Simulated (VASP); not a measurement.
Runs of VASP 6.6.1 on Os. The structure is that of space group Fm-3m (No. 225), or close to it. The cells are those of the table. 

| cell | gap on the mesh (eV) | pressure (GPa) |
| --- | --- | --- |
| a = 2.772, b = 2.772, c = 2.709 Å, angles 60.7, 60.7, 58.5°, 1 atom | none | -15.7 |
| a = 2.731, b = 2.731, c = 2.792 Å, angles 59.3, 59.3, 61.5°, 1 atom | none | -15.7 |
| a = 2.813, b = 2.813, c = 2.833 Å, angles 59.8, 59.8, 60.5°, 1 atom | none | (c) |
| a = 2.771, b = 2.771, c = 2.792 Å, angles 59.8, 59.8, 60.5°, 1 atom | none | -25.8 |
| a = 2.751, b = 2.751, c = 2.792 Å, angles 59.5, 59.5, 61.0°, 1 atom | none | (a) |
| a = 2.813, b = 2.813, c = 2.792 Å, angles 60.2, 60.2, 59.5°, 1 atom | none | -33.8 |
| a = 2.751, b = 2.751, c = 2.709 Å, angles 60.5, 60.5, 59.0°, 1 atom | none | -10.7 |
| a = 2.771, b = 2.771, c = 2.751 Å, angles 60.2, 60.2, 59.5°, 1 atom | none | -21.2 |
| a = 2.792, b = 2.792, c = 2.833 Å, angles 59.5, 59.5, 61.0°, 1 atom | none | -33.7 |
| a = 2.792, b = 2.792, c = 2.751 Å, angles 60.5, 60.5, 59.0°, 1 atom | none | -25.6 |
| a = 2.772, b = 2.772, c = 2.833 Å, angles 59.3, 59.3, 61.5°, 1 atom | none | -29.5 |
| a = 2.730, b = 2.730, c = 2.751 Å, angles 59.8, 59.8, 60.5°, 1 atom | none | (b) |

Alike in all rows: task single point; level r2SCAN; potentials or basis VASP PAW PBE potentials, release 64 (Os); no spin polarisation; k mesh 20 × 20 × 20; cutoff (eV) 520; smearing gaussian 0.15 eV.

Question: Fill in the values left out.

Answer: (a) -21.0; (b) -10.9; (c) -37.3.

Caveats: the PAW data sets were made with another functional, which shifts forces and pressure a little; spin-orbit coupling is left out, which moves the levels of the heavy elements.

A k mesh can miss the band edges, and the runs leave out spin-orbit coupling on Os.

A gap of «none» marks levels without a gap at the run's occupations.
